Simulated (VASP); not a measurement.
# Pd: single point with PBE

Pd:

```
CELL_PARAMETERS angstrom
-1.97305 1.97305 0.00000
0.00000 0.00000 3.94610
1.97305 1.97305 0.00000
ATOMIC_POSITIONS crystal
Pd 0.00000 0.00000 0.00000
Pd 0.50000 0.50000 0.50000
```

| Property | Result |
| --- | --- |
| Program | VASP 6.6.1 |
| Task | single point |
| Functional | PBE |
| Potentials or basis | VASP PAW PBE potentials, release 64 (Pd) |
| Cutoff | 520 eV |
| k mesh | 12 × 8 × 12 |
| Occupations | fermi-dirac, width 0.1 eV |
| Spin | no spin polarisation |
| Dipole correction | no |
| Further INCAR settings | ALGO = Normal; EDIFF = 1e-07; NBANDS = 17 |

- Pressure: -0.4 GPa
- Band gap on the k mesh: zero (bands 10 and 11 overlap by 1.02 eV)

Levels at points of the mesh, in eV from the Fermi level:
```tsv
k point	band 7	band 8	band 9	band 10	band 11	band 12	band 13	band 14
(0.00, 0.00, 0.00)	-1.18	-1.18	-0.08	0.24	0.24	3.33	10.34	12.97
(0.50, 0.00, 0.00)	-1.78	-1.78	-1.21	-1.21	2.21	2.21	12.27	12.27
(0.00, 0.50, 0.00)	-1.48	-1.48	-1.48	-1.48	-0.65	-0.65	17.69	17.69
(0.50, 0.50, 0.00)	-0.05	-0.05	-0.05	-0.05	1.08	1.08	6.98	6.98
(0.50, 0.00, 0.50)	0.24	0.24	0.24	0.24	3.34	3.34	10.34	10.34
(0.50, 0.50, 0.50)	-1.26	-1.26	0.25	0.25	8.66	8.66	8.66	8.66
```

Run time: 43 s on 1 thread of AMD EPYC 7R13 Processor (Zen 3), with other jobs on the host, peak memory 0.16 GiB.
